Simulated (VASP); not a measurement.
# ZnSe (I-4m2) in VASP: further runs, part 2 of 2

VASP 6.6.1. The steps go on from the part before.

**3. Electric field gradients, PBE (zz strain of -3 %)**

Input file INCAR:

```
PREC = Accurate ; ENCUT = 520
EDIFF = 1E-8 ; ISMEAR = -1
SIGMA = 0.03 ; LREAL = F
LASPH = T ; NELM = 80
ALGO = Normal ; ISIF = 2
LWAVE = F ; LCHARG = F
GGA = PE ; LEFG = T
NBANDS = 16
```

Input file KPOINTS:

```
regular mesh
0
Gamma
  8 8 8
```

Input file POSCAR:

```
ZnSe
1.0
    0.0000000000      2.8338000000      2.7487860000
    2.8338000000      0.0000000000      2.7487860000
    2.8338000000      2.8338000000      0.0000000000
Zn Se
1 1
Direct
    0.0000000000      0.0000000000      0.0000000000
    0.7500000000      0.7500000000      0.7500000000
```

Potentials or basis: VASP PAW PBE potentials, release 64 (Zn, Se).

Run with:

```sh
cat potpaw_PBE.64/Zn/POTCAR potpaw_PBE.64/Se/POTCAR > POTCAR
mpirun -np 1 vasp_std > vasp.out
```

OUTCAR:

```text
PREC = Accurate
   ENCUT = 520
   EDIFF = 1E-8
   ISMEAR = -1
   LREAL = F
   LASPH = T
   NELM = 80
   ISIF = 2
   GGA = PE

 ion  position               nearest neighbor table
   1  0.000  0.000  0.000-   2 2.43   2 2.43   2 2.43   2 2.43
   2  0.750  0.750  0.750-   1 2.43   1 2.43   1 2.43   1 2.43

  LATTYP: Found a body centered tetragonal cell.
 ALAT       =     4.0075983931
 C/A-ratio  =     1.3717871555

  Lattice vectors:

 A1 = (   0.0000000000,  -2.8338000000,  -2.7487860000)
 A2 = (   0.0000000000,   2.8338000000,  -2.7487860000)
 A3 = (   2.8338000000,   0.0000000000,   2.7487860000)

Analysis of symmetry for initial positions (statically):
=====================================================================
 Subroutine PRICEL returns:
 Original cell was already a primitive cell.

 Routine SETGRP: Setting up the symmetry group for a
 body centered tetragonal supercell.

[... 644 lines left out ...]
  volume of cell :       44.15
      direct lattice vectors                 reciprocal lattice vectors
     0.000000000  2.833800000  2.748786000    -0.176441527  0.176441527  0.181898482
     2.833800000  0.000000000  2.748786000     0.176441527 -0.176441527  0.181898482
     2.833800000  2.833800000  0.000000000     0.176441527  0.176441527 -0.181898482

 POSITION                                       TOTAL-FORCE (eV/Angst)
 -----------------------------------------------------------------------------------
      0.00000      0.00000      0.00000        -0.000000     -0.000000      0.000000
      4.25070      4.25070      4.12318         0.000000      0.000000      0.000000
 -----------------------------------------------------------------------------------
    total drift:                               -0.000000     -0.000000      0.000001

  FREE ENERGIE OF THE ION-ELECTRON SYSTEM (eV)
  ---------------------------------------------------
  free  energy   TOTEN  =        -5.9884265925 eV

  energy  without entropy=       -5.9884265925  energy(sigma->0) =       -5.98842659

 Electric field gradients (V/A^2)
---------------------------------------------------------------------
 ion       V_xx      V_yy      V_zz      V_xy      V_xz      V_yz
---------------------------------------------------------------------
   1      -2.574    -2.574     5.148     0.001     0.005     0.005
   2       6.109     6.109   -12.218     0.000    -0.000    -0.000
---------------------------------------------------------------------

 Electric field gradients after diagonalization (V/A^2)
 (convention: |V_zz| > |V_xx| > |V_yy|)
----------------------------------------------------------------------
 ion       V_xx      V_yy      V_zz     asymmetry (V_yy - V_xx)/ V_zz
----------------------------------------------------------------------
   1      -2.575    -2.573     5.148       0.001
   2       6.109     6.109   -12.218       0.000
----------------------------------------------------------------------

           NMR quadrupolar parameters

 Cq : quadrupolar parameter    Cq=e*Q*V_zz/h
 eta: asymmetry parameters     (V_yy - V_xx)/ V_zz
 Q  : nuclear electric quadrupole moment in mb (millibarn)
----------------------------------------------------------------------
 ion       Cq(MHz)       eta       Q (mb)
----------------------------------------------------------------------
   1       0.012       0.001       1.000
   2      -0.030       0.000       1.000
----------------------------------------------------------------------
```

OSZICAR:

```text
N       E                     dE             d eps       ncg     rms          rms(c)
DAV:   1     0.898343746727E+02    0.89834E+02   -0.89962E+03  1888   0.130E+03
DAV:   2    -0.626339785000E+00   -0.90461E+02   -0.85537E+02  2128   0.258E+02
DAV:   3    -0.623136146518E+01   -0.56050E+01   -0.55843E+01  2256   0.622E+01
DAV:   4    -0.627694601069E+01   -0.45585E-01   -0.45579E-01  2320   0.596E+00
DAV:   5    -0.627715471117E+01   -0.20870E-03   -0.20870E-03  2392   0.368E-01    0.503E+00
DAV:   6    -0.600829152541E+01    0.26886E+00   -0.53435E-01  2760   0.244E+01    0.381E+00
DAV:   7    -0.598840469301E+01    0.19887E-01   -0.15910E-01  2248   0.360E+00    0.162E+00
DAV:   8    -0.598812656892E+01    0.27812E-03   -0.45496E-03  2552   0.734E-01    0.463E-01
DAV:   9    -0.598832752431E+01   -0.20096E-03   -0.11329E-03  2272   0.257E-01    0.651E-02
DAV:  10    -0.598843860323E+01   -0.11108E-03   -0.22572E-04  2432   0.112E-01    0.253E-02
DAV:  11    -0.598842534582E+01    0.13257E-04   -0.43947E-05  2240   0.579E-02    0.512E-03
DAV:  12    -0.598842628787E+01   -0.94205E-06   -0.58840E-06  2480   0.145E-02    0.250E-03
DAV:  13    -0.598842660955E+01   -0.32168E-06   -0.42358E-07  2280   0.460E-03    0.131E-03
DAV:  14    -0.598842656462E+01    0.44930E-07   -0.29477E-08  2552   0.190E-03    0.738E-04
DAV:  15    -0.598842659326E+01   -0.28643E-07   -0.11295E-08  1792   0.724E-04    0.407E-05
DAV:  16    -0.598842659253E+01    0.72919E-09   -0.15976E-09  1280   0.408E-04
   1 F= -.59884266E+01 E0= -.59884266E+01  d E =-.657374E-11
```

stdout:

```text
POSCAR found type information on POSCAR ZnSe
 POSCAR found :  2 types and       2 ions
 scaLAPACK will be used
 LDA part: xc-table for (Slater+PW92), standard interpolation
 POSCAR, INCAR and KPOINTS ok, starting setup
 FFT: planning ... GRIDC
 FFT: planning ... GRID_SOFT
 FFT: planning ... GRID
 WAVECAR not read
 entering main loop
ion   1

ion   2
```

Wall time 43 s (1 thread of AMD EPYC 9R45 (Zen 5), shared host); peak memory 0.16 GiB.

What came out:

| Quantity | Value |
| --- | --- |
| Free energy | -5.9884 eV |
| Pressure | 4.5 GPa |
| Band gap on the k mesh | 1.34 eV, direct |

Electric field gradients, principal values (V/Å²):
```
atom   least  middle  greatest (by size)
1 Zn  -2.573  -2.575               5.148
2 Se   6.109   6.109             -12.218
```

Caveat: the cell differs from its parent crystal (zz strain of -3 %); without QUAD_EFG the Cq values of the log hold for a quadrupole moment of 1 mb, not for the nuclei.
